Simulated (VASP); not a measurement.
Write the native input for VASP 6.6.1 that does the following.

```yaml
Task: electric field gradients
Functional: PBE
Potentials_or_basis: VASP PAW PBE potentials, release 64 (Pd)
Cutoff: 520 eV
k_mesh: 18 × 18 × 18
Occupations: fermi-dirac, width 0.05 eV
Spin: no spin polarisation
Dipole_correction: no
Further_INCAR_settings: ALGO = Normal; EDIFF = 1e-08; NBANDS = 11
```

The structure of Pd lies in POSCAR:

```
Pd
1.0
    0.0000000000      1.9186143454      1.9186143454
    1.9186143454      0.0000000000      1.9186143454
    1.9186143454      1.9186143454      0.0000000000
Pd
1
Direct
    0.0000000000      0.0000000000      0.0000000000
```

This cell differs from its parent crystal: volume scaled by 0.96.

The input as run:

INCAR

```
SYSTEM = Pd
ALGO     = Normal         ! electronic algorithm
EDIFF    = 1E-8           ! SCF threshold, eV
ENCUT    = 520            ! plane-wave cutoff, eV
GGA      = PE             ! functional
ISIF     = 2              ! what is computed and relaxed
ISMEAR   = -1             ! smearing method
LASPH    = .TRUE.         ! aspherical terms in the spheres
LCHARG   = .FALSE.        ! write CHGCAR
LEFG     = .TRUE.       
LREAL    = .FALSE.        ! projectors in reciprocal space
LWAVE    = .FALSE.        ! write WAVECAR
NBANDS   = 11             ! bands
NELM     = 60             ! most SCF steps
PREC     = Accurate       ! precision mode
SIGMA    = 0.05           ! smearing width, eV
```

KPOINTS

```
k-points
0
G
  18 18 18
  0 0 0
```

Potentials or basis: VASP PAW PBE potentials, release 64 (Pd).

Launch:

```sh
$ cat potpaw_PBE.64/Pd/POTCAR > POTCAR
$ mpirun -np 1 vasp_std > vasp.out
```

It gave:

```yaml
Pressure: 16.7 GPa
Band_gap_on_the_k_mesh: zero (band 5 reaches 10.85 eV, above the bottom of band 6 at 9.15 eV)
```

Caveat: without QUAD_EFG the Cq values of the log hold for a quadrupole moment of 1 mb, not for the nuclei.

Run time: 10 s on 1 thread of Intel(R) Xeon(R) 6975P-C (Granite Rapids), with other jobs on the host, peak memory 0.15 GiB.
